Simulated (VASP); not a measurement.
Runs of VASP 6.6.1 on BN. The structure is that of space group P-6m2 (No. 187), or close to it. The cells are those of the table. 

| task | cell | cutoff (eV) | k mesh for the DOS | occupations for the DOS | gap on the mesh (eV) | pressure (GPa) |
| --- | --- | --- | --- | --- | --- | --- |
| single point | a = 2.504, b = 2.504, c = 6.411 Å, angles 90.0, 90.0, 120.0°, 4 atoms | 520 | - | - | 4.33 | 1.0 |
| single point | a = 2.501, b = 2.501, c = 6.229 Å, angles 90.0, 90.0, 120.0°, 4 atoms | 520 | - | - | 4.32 | 2.4 |
| relaxation of shape and atoms at fixed volume | relaxed from a = 2.474, b = 2.474, c = 6.162 Å, angles 90.0, 90.0, 120.0°, 4 atoms | 600 | - | - | 4.25 | 3.9 |
| relaxation of shape and atoms at fixed volume | relaxed from a = 2.469, b = 2.469, c = 5.982 Å, angles 90.0, 90.0, 120.0°, 4 atoms | 600 | - | - | 4.16 | 6.4 |
| single point | a = 2.511, b = 2.511, c = 7.231 Å, angles 90.0, 90.0, 120.0°, 4 atoms | 520 | - | - | 4.44 | (a) |
| single point | a = 2.508, b = 2.508, c = 6.785 Å, angles 90.0, 90.0, 120.0°, 4 atoms | 520 | - | - | 4.38 | -0.6 |
| single point | a = 2.492, b = 2.492, c = 5.872 Å, angles 90.0, 90.0, 120.0°, 4 atoms | 520 | - | - | 4.17 | 6.8 |
| relaxation of shape and atoms at fixed volume | relaxed from a = 2.478, b = 2.478, c = 6.345 Å, angles 90.0, 90.0, 120.0°, 4 atoms | 600 | - | - | 4.32 | 2.0 |
| single point | a = 2.506, b = 2.506, c = 6.597 Å, angles 90.0, 90.0, 120.0°, 4 atoms | 520 | - | - | 4.35 | 0.1 |
| single point | a = 2.497, b = 2.497, c = 6.049 Å, angles 90.0, 90.0, 120.0°, 4 atoms | 520 | - | - | 4.25 | (b) |

Alike in all rows: level PBE+D3(BJ); potentials or basis VASP PAW PBE potentials, release 64 (B, N); no spin polarisation; k mesh 12 × 12 × 4; smearing gaussian 0.02 eV.

Task: Fill in the values left out.

Result: (a) -1.5; (b) 4.3.

A k mesh can miss the band edges.
